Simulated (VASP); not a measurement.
# NbSi2 (P6_422) in VASP: density of states with PBE

Aim: the density of states of NbSi2 with PBE.

Everything below comes from runs of VASP 6.6.1. Logs are shortened: lines on timing, memory, paths and dates and some standing lists are left out, and cuts for length are marked.

### Step 1. The cell of the first run

The structure is hexagonal, space group P6_422 (No. 181). Conventional cell: a = 4.779 Å, b = 4.779 Å, c = 6.568 Å, α = 90.00°, β = 90.00°, γ = 120.00°. Within 3.4 Å of Si (site symmetry 2) lie 5 Nb at 2.59 to 2.76 Å and 9 Si at 2.59 to 3.24 Å. Nb (site symmetry 222) has 10 Si at 2.59 to 2.76 Å and 4 Nb at 3.24 Å within 3.4 Å.

### Step 2. Density of states, PBE

Input file POSCAR:

```
NbSi2
1.0
    4.7786817100      0.0000000000      0.0000000000
   -2.3893408500      4.1384639500      0.0000000000
    0.0000000000      0.0000000000      6.5679461300
Si Nb
6 3
Direct
    0.1670000000      0.3340000000      0.0000000000
    0.8330000000      0.1670000000      0.6666700000
    0.6660000000      0.8330000000      0.3333300000
    0.8330000000      0.6660000000      0.0000000000
    0.1670000000      0.8330000000      0.6666700000
    0.3340000000      0.1670000000      0.3333300000
    0.5000000000      0.0000000000      0.0000000000
    0.5000000000      0.5000000000      0.6666700000
    0.0000000000      0.5000000000      0.3333300000
```

Input file INCAR.step1:

```
PREC = Accurate ; ENCUT = 520
EDIFF = 1E-7 ; ISMEAR = -1
SIGMA = 0.1291 ; LREAL = F
LASPH = T ; NELM = 100
ALGO = Normal ; ISIF = 2
LWAVE = F ; LCHARG = T
LMAXMIX = 4 ; GGA = PE
NBANDS = 42
```

Input file KPOINTS.step1:

```
Automatic mesh
0
Gamma
  8 8 5
```

Input file INCAR.step2:

```
PREC = Accurate ; ENCUT = 520
EDIFF = 1E-7 ; ISMEAR = -5
SIGMA = 0.1291 ; LREAL = F
LASPH = T ; NELM = 100
ALGO = Normal ; ISIF = 2
LWAVE = F ; LCHARG = F
LMAXMIX = 4 ; GGA = PE
LORBIT = 10 ; NBANDS = 42
NEDOS = 1001 ; ICHARG = 11
```

Input file KPOINTS.step2:

```
Automatic mesh
0
Gamma
  12 12 8
```

Potentials or basis: VASP PAW PBE potentials, release 64 (Si, Nb_sv).

On the command line:

```bash
$ cat potpaw_PBE.64/Si/POTCAR potpaw_PBE.64/Nb_sv/POTCAR > POTCAR
$ cp INCAR.step1 INCAR
$ cp KPOINTS.step1 KPOINTS
$ mpirun -np 1 vasp_std > vasp.out
$ cp INCAR.step2 INCAR
$ cp KPOINTS.step2 KPOINTS
$ mpirun -np 1 vasp_std > vasp.out
```

OUTCAR:

```text
PREC = Accurate
   ENCUT = 520
   EDIFF = 1E-7
   ISMEAR = -5
   LREAL = F
   LASPH = T
   NELM = 100
   ISIF = 2
   GGA = PE
   LORBIT = 10
   ICHARG = 11

 ion  position               nearest neighbor table
   1  0.167  0.334  0.000-   9 2.59   8 2.59   6 2.59   2 2.59   7 2.76   4 2.76   4 2.76   7 2.76
                             7 2.76   4 2.76
   2  0.833  0.167  0.667-   7 2.59   9 2.59   1 2.59   3 2.59   8 2.76   5 2.76   5 2.76   8 2.76
                             8 2.76   5 2.76
   3  0.666  0.833  0.333-   7 2.59   8 2.59   4 2.59   2 2.59   9 2.76   6 2.76   6 2.76   9 2.76
                             9 2.76   6 2.76
   4  0.833  0.666  0.000-   9 2.59   8 2.59   3 2.59   5 2.59   7 2.76   1 2.76   1 2.76   7 2.76
                             7 2.76   1 2.76
   5  0.167  0.833  0.667-   7 2.59   9 2.59   4 2.59   6 2.59   8 2.76   2 2.76   2 2.76   8 2.76
                             8 2.76   2 2.76
   6  0.334  0.167  0.333-   7 2.59   8 2.59   1 2.59   5 2.59   9 2.76   3 2.76   3 2.76   9 2.76
                             9 2.76   3 2.76
   7  0.500  0.000  0.000-   3 2.59   6 2.59   5 2.59   2 2.59   4 2.76   1 2.76   4 2.76   1 2.76
                             1 2.76   4 2.76
   8  0.500  0.500  0.667-   1 2.59   4 2.59   3 2.59   6 2.59   5 2.76   2 2.76   5 2.76   2 2.76
                             5 2.76   2 2.76
   9  0.000  0.500  0.333-   1 2.59   4 2.59   2 2.59   5 2.59   3 2.76   6 2.76   6 2.76   3 2.76
                             3 2.76   6 2.76

  LATTYP: Found a hexagonal cell.
 ALAT       =     4.7786817100
 C/A-ratio  =     1.3744263645

  Lattice vectors:

 A1 = (   4.7786817100,   0.0000000000,   0.0000000000)
 A2 = (  -2.3893408500,   4.1384639500,   0.0000000000)
 A3 = (   0.0000000000,   0.0000000000,   6.5679461300)

Analysis of symmetry for initial positions (statically):
=====================================================================
 Subroutine PRICEL returns:
 Original cell was already a primitive cell.

 Routine SETGRP: Setting up the symmetry group for a
 hexagonal supercell.

 Subroutine GETGRP returns: Found  4 space group operations
 (whereof  4 operations were pure point group operations)
 out of a pool of 24 trial point group operations.

The static configuration has the point symmetry D_2 .

Analysis of symmetry for dynamics (positions and initial velocities):
=====================================================================
 Subroutine PRICEL returns:
 Original cell was already a primitive cell.

 Routine SETGRP: Setting up the symmetry group for a
 hexagonal supercell.

 Subroutine GETGRP returns: Found  4 space group operations
 (whereof  4 operations were pure point group operations)
 out of a pool of 24 trial point group operations.

The dynamic configuration has the point symmetry D_2 .

 Subroutine INISYM returns: Found  4 space group operations
 (whereof  4 operations are pure point group operations),
 and found     1 'primitive' translations

----------------------------------------------------------------------------------------

                                     Primitive cell

  volume of cell :     129.8903

  direct lattice vectors                    reciprocal lattice vectors
     4.778681710  0.000000000  0.000000000     0.209262734  0.120817773  0.000000000
    -2.389340850  4.138463950  0.000000000     0.000000000  0.241635547  0.000000000
     0.000000000  0.000000000  6.567946130     0.000000000  0.000000000  0.152254598

  length of vectors
     4.778681710  4.778685338  6.567946130     0.241635730  0.241635547  0.152254598

  position of ions in fractional coordinates (direct lattice)
     0.167000000  0.334000000  0.000000000
     0.833000000  0.167000000  0.666670000
     0.666000000  0.833000000  0.333330000
     0.833000000  0.666000000  0.000000000
     0.167000000  0.833000000  0.666670000
     0.334000000  0.167000000  0.333330000
     0.500000000  0.000000000  0.000000000
     0.500000000  0.500000000  0.666670000
     0.000000000  0.500000000  0.333330000

  ion indices of the primitive-cell ions
   primitive index   ion index
                 1           1
                 2           2
                 3           3
                 4           4
                 5           5
                 6           6
                 7           7
                 8           8
                 9           9
[... 23 lines left out ...]

 Subroutine IBZKPT returns following result:
 ===========================================

 Found    215 irreducible k-points:

 Following reciprocal coordinates:
            Coordinates               Weight
  0.000000  0.000000  0.000000      1.000000
  0.083333 -0.000000  0.000000      4.000000
  0.000000  0.083333  0.000000      2.000000
  0.166667  0.000000  0.000000      4.000000
  0.000000  0.166667  0.000000      2.000000
  0.250000 -0.000000  0.000000      4.000000
[... 16 lines left out ...]
 -0.083333  0.416667  0.000000      4.000000
 -0.416667  0.333333  0.000000      4.000000
 [... further k-points ...]
   k-points           NKPTS =    215   k-points in BZ     NKDIM =    215   number of bands    NBANDS=     42
   number of dos      NEDOS =   1001   number of ions     NIONS =      9
   total plane-waves  NPLWV =  64800
   dimension x,y,z NGX =    36 NGY =   36 NGZ =   50
   dimension x,y,z NGXF=    72 NGYF=   72 NGZF=  100
   ions per type =               6   3
   NGX,Y,Z   is equivalent  to a cutoff of  12.52, 12.52, 12.66 a.u.
   NGXF,Y,Z  is equivalent  to a cutoff of  25.05, 25.05, 25.31 a.u.
 SYSTEM =  unknown system
   PREC   = accura    normal or accurate (medium, high low for compatibility)
   ISTART =      0    job   : 0-new  1-cont  2-samecut
   ICHARG =     11    charge: 1-file 2-atom 10-const
   ISPIN  =      1    spin polarized calculation?
   LNONCOLLINEAR =      F non collinear calculations
   LSORBIT =      F    spin-orbit coupling
   LASPH  =      T    aspherical Exc in radial PAW
   ENCUT  =  520.0 eV  38.22 Ry    6.18 a.u.   8.89  8.89 12.21*2*pi/ulx,y,z
   NELM   =    100;   NELMIN=  2; NELMDL=  0     # of ELM steps
   EDIFF  = 0.1E-06   stopping-criterion for ELM
   LREAL  =      F    real-space projection
   EDIFFG = 0.1E-05   stopping-criterion for IOM
   NSW    =      0    number of steps for IOM
   IBRION =     -1    ionic relax: 0-MD 1-quasi-New 2-CG
   NFREE  =      0    steps in history (QN), initial steepest desc. (CG)
   ISIF   =      2    stress and relaxation
   ISYM   =      2    0-nonsym 1-usesym 2-fastsym
   POTIM  = 0.5000    time-step for ionic-motion
   TEBEG  =    0.0;   TEEND  =   0.0 temperature during run
   PSTRESS=    0.0 pullay stress
   NELECT =      63.0000    total number of electrons
   NUPDOWN=      -1.0000    fix difference up-down
   EMIN   =  10.00;   EMAX   =-10.00  energy-range for DOS
   EFERMI =   0.00;   METHOD = LEGACY
   ISMEAR =    -5;   SIGMA  =   0.13  broadening in eV -4-tet -1-fermi 0-gaus
   EFERMI_NEDOS =   21; number of points for ismear=-14 and -15
   IALGO  =     38    algorithm
   IMIX   =      4    mixing-type and parameters
     AMIX     =   0.40;   BMIX     =  1.00
     AMIX_MAG =   1.60;   BMIX_MAG =  1.00
  volume/ion in A,a.u.               =      14.43        97.39
  Fermi-wavevector in a.u.,A,eV,Ry     =   1.286262  2.430682 22.510425  1.654470
  Thomas-Fermi vector in A             =   2.418347
   LORBIT       =     10    0 simple, 1 ext, 2 COOP (PROOUT), +10 PAW based schemes
   GGA     = PE    functional components
   LHFCALC =     F    Hartree Fock is set to
   AEXX    =    0.0000 exact exchange contribution
   IVDW    =     0    specifies the selected vdW correction
   LEPSILON=     F    determine dielectric tensor
   LRPA    =     F    only Hartree local field effects (RPA)
 non-spin polarized calculation
 Fermi weights with tetrahedron method with Bloechl corrections
  energy-cutoff  :      520.00
  volume of cell :      129.89
 maximum number of plane-waves:      3534

 number of electron      62.9999996 magnetization

 Free energy of the ion-electron system (eV)
  ---------------------------------------------------
  ext. energy  EPLUGINS =         0.00000000
  ---------------------------------------------------
  free energy    TOTEN  =       -68.04214445 eV

  energy without entropy =      -68.04214445  energy(sigma->0) =      -68.04214445

 E-fermi :  11.5988     XC(G=0): -12.0493

 val. band max:       11.5963917585   @ k =   0.3333   0.0833   0.3750
 cond. band min:      11.5734911792   @ k =  -0.0833   0.4167   0.0000
 fundamental gap:     -0.0229005792
 Fermi energy:        11.5988458937

 k-point     1 :       0.0000    0.0000    0.0000
  band No.  band energies     occupation
      1     -42.9991      2.00000
      2     -42.9598      2.00000
      3     -42.9598      2.00000
      4     -19.2765      2.00000
      5     -19.2765      2.00000
      6     -19.2652      2.00000
[... 1069 lines left out ...]
     41      15.6036      0.00000
     42      15.8556      0.00000

 [... further k-points ...]

------------------------ aborting loop because EDIFF is reached ----------------------------------------

  FORCE on cell =-STRESS in cart. coord.  units (eV):
  Direction    XX          YY          ZZ          XY          YZ          ZX
  --------------------------------------------------------------------------------------
  -------------------------------------------------------------------------------------
  Total        2.5079679      2.5021105      4.3782079      0.0000000      0.0000000      0.0000000
  in kB       30.9353966     30.8631473     54.0045186      0.0000000      0.0000000      0.0000000
  external PRESSURE =      38.6010209 kB  Pullay stress =       0.0000000 kB

 VOLUME and BASIS-vectors are now :
 -----------------------------------------------------------------------------
  energy-cutoff  :      520.00
  volume of cell :      129.89
      direct lattice vectors                 reciprocal lattice vectors
     4.778681710  0.000000000  0.000000000     0.209262734  0.120817773  0.000000000
    -2.389340850  4.138463950  0.000000000     0.000000000  0.241635547  0.000000000
     0.000000000  0.000000000  6.567946130     0.000000000  0.000000000  0.152254598

 POSITION                                       TOTAL-FORCE (eV/Angst)
 -----------------------------------------------------------------------------------
      0.00000      1.38225      0.00000        -0.000000     -0.775808      0.000000
      3.58162      0.69112      4.37865         0.671977     -0.387954     -0.000488
      1.19228      3.44734      2.18929         0.671977      0.387954      0.000488
      2.38934      2.75622      0.00000         0.000000      0.775808     -0.000000
     -1.19228      3.44734      4.37865        -0.671977      0.387954     -0.000488
      1.19706      0.69112      2.18929        -0.671977     -0.387954      0.000488
      2.38934      0.00000      0.00000        -0.000000      0.000000      0.000000
      1.19467      2.06923      4.37865        -0.000000      0.000000     -0.000789
     -1.19467      2.06923      2.18929        -0.000000      0.000000      0.000789
 -----------------------------------------------------------------------------------
    total drift:                                0.000000     -0.000000      0.000000

  FREE ENERGIE OF THE ION-ELECTRON SYSTEM (eV)
  ---------------------------------------------------
  free  energy   TOTEN  =       -68.0421444499 eV

  energy  without entropy=      -68.0421444499  energy(sigma->0) =      -68.04214445

 total charge

# of ion       s       p       d       tot
------------------------------------------
    1        0.760   0.871   0.000   1.631
    2        0.760   0.871   0.000   1.631
    3        0.760   0.871   0.000   1.631
    4        0.760   0.871   0.000   1.631
    5        0.760   0.871   0.000   1.631
    6        0.760   0.871   0.000   1.631
    7        2.158   6.035   2.603  10.796
    8        2.158   6.035   2.603  10.795
    9        2.158   6.035   2.603  10.795
--------------------------------------------------
tot         11.034  23.328   7.810  42.171
```

Wall time 31 min (1 thread of AMD EPYC 7R43 (Zen 3), shared host); peak memory 0.82 GiB.

Results:

- Valence electrons inside the program's atomic spheres: Si 1.63; Nb 10.80, 10.79

Levels at points of the mesh, in eV from the Fermi level:
```tsv
k point	band 29	band 30	band 31	band 32	band 33	band 34	band 35	band 36
(0.00, 0.00, 0.00)	-1.97	-1.97	-1.97	-1.36	0.61	3.27	3.27	3.27
(0.50, 0.00, 0.00)	-1.09	-0.77	-0.08	0.19	0.69	1.17	1.64	2.03
(0.00, 0.50, 0.00)	-1.09	-0.77	-0.08	0.19	0.69	1.17	1.64	2.03
(0.00, 0.00, 0.50)	-1.63	-1.63	-1.20	0.87	0.87	2.96	2.96	3.26
(0.50, 0.00, 0.50)	-1.78	-1.52	-0.71	-0.15	1.40	1.76	2.28	2.32
(0.00, 0.50, 0.50)	-1.78	-1.52	-0.71	-0.15	1.40	1.76	2.28	2.32
```

Caveat: tetrahedron occupations give inexact forces and stress in metals.
